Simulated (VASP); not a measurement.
A run of VASP 6.6.1 is set up as follows.

Contents of INCAR:

```
SYSTEM = CsH6
ALGO = Normal
EDIFF = 1E-7
ENCUT = 520
GGA = PE
ISIF = 2
ISMEAR = 0
LASPH = .TRUE.
LCHARG = .FALSE.
LREAL = .FALSE.
LWAVE = .FALSE.
NBANDS = 16
NELM = 100
PREC = Accurate
SIGMA = 0.1
```

Contents of KPOINTS:

```
k-points
0
G
  9 9 6
  0 0 0
```

POSCAR

```
CsH6
1.0
    5.5889860429      0.0000000000      0.0000000000
   -2.7944930214      4.8402038945      0.0000000000
    0.0000000000      0.0000000000      6.6401121510
Cs H
1 6
Direct
    0.0000000000      0.0000000000      0.5000000000
    0.5000000000      0.5000000000      0.0572598635
    0.0000000000      0.5000000000      0.0572598635
    0.5000000000      0.0000000000      0.0572598635
    0.0000000000      0.5000000000      0.9427401365
    0.5000000000      0.0000000000      0.9427401365
    0.5000000000      0.5000000000      0.9427401365
```

Potentials or basis: VASP PAW PBE potentials, release 64 (Cs_sv, H).

Run with:

```sh
$ cat potpaw_PBE.64/Cs_sv/POTCAR potpaw_PBE.64/H/POTCAR > POTCAR
$ mpirun -np 1 vasp_std > vasp.out
```

Problem. Predict the largest force.

Solution. 0.003 eV/Å.

Problem. What does it give for the pressure?

Solution. -0.1 GPa.

Forces on the atoms (eV/Å):
```
Cs   0.000  0.000  0.000
H    0.000  0.000 -0.003
H    0.000  0.000 -0.003
H    0.000  0.000 -0.003
H    0.000  0.000  0.003
H    0.000  0.000  0.003
H    0.000  0.000  0.003
```
